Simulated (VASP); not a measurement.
Set up this calculation in VASP 6.6.1, as the native input.

```yaml
Task: single point
Functional: PBEsol
Potentials_or_basis: VASP PAW PBE potentials, release 64 (Cd, Se)
Cutoff: 500 eV
k_mesh: 6 × 6 × 6
Occupations: gaussian, width 0.01 eV
Spin: no spin polarisation
Dipole_correction: no
Further_INCAR_settings: ALGO = Normal; EDIFF = 1e-06; NBANDS = 16
```

The structure of CdSe lies in POSCAR:

```
CdSe
1.0
    0.0000000000      3.0565538106      3.0565538106
    3.0565538106      0.0000000000      3.0565538106
    3.0565538106      3.0565538106      0.0000000000
Cd Se
1 1
Direct
    0.0000000000      0.0000000000      0.0000000000
    0.7500000000      0.7500000000      0.7500000000
```

These files were run (other wordings do the same):

INCAR

```
SYSTEM = CdSe
PREC = Accurate
ENCUT = 500
EDIFF = 1E-6
ISMEAR = 0
SIGMA = 0.01
LREAL = .FALSE.
LASPH = .TRUE.
NELM = 120
ALGO = Normal
ISIF = 2
LWAVE = .FALSE.
LCHARG = .FALSE.
GGA = PS
NBANDS = 16
GGA_COMPAT = .FALSE.
```

KPOINTS

```
Automatic mesh
0
G
  6 6 6
  0 0 0
```

Potentials or basis: VASP PAW PBE potentials, release 64 (Cd, Se).

Command:

```sh
$ cat potpaw_PBE.64/Cd/POTCAR potpaw_PBE.64/Se/POTCAR > POTCAR
$ mpirun -np 1 vasp_std > vasp.out
```

Results of the run:

```yaml
Pressure: -0.5 GPa
Band_gap_on_the_k_mesh: 0.45 eV
```

Caveat: semilocal functionals underestimate gaps, and a narrow one can read as zero; the PAW data sets were made with another functional, which shifts forces and pressure a little.

Wall time 7.3 s on 1 thread of AMD EPYC 9R45 96-Core Processor (Zen 5), with other jobs on the host, peak memory 0.15 GiB.
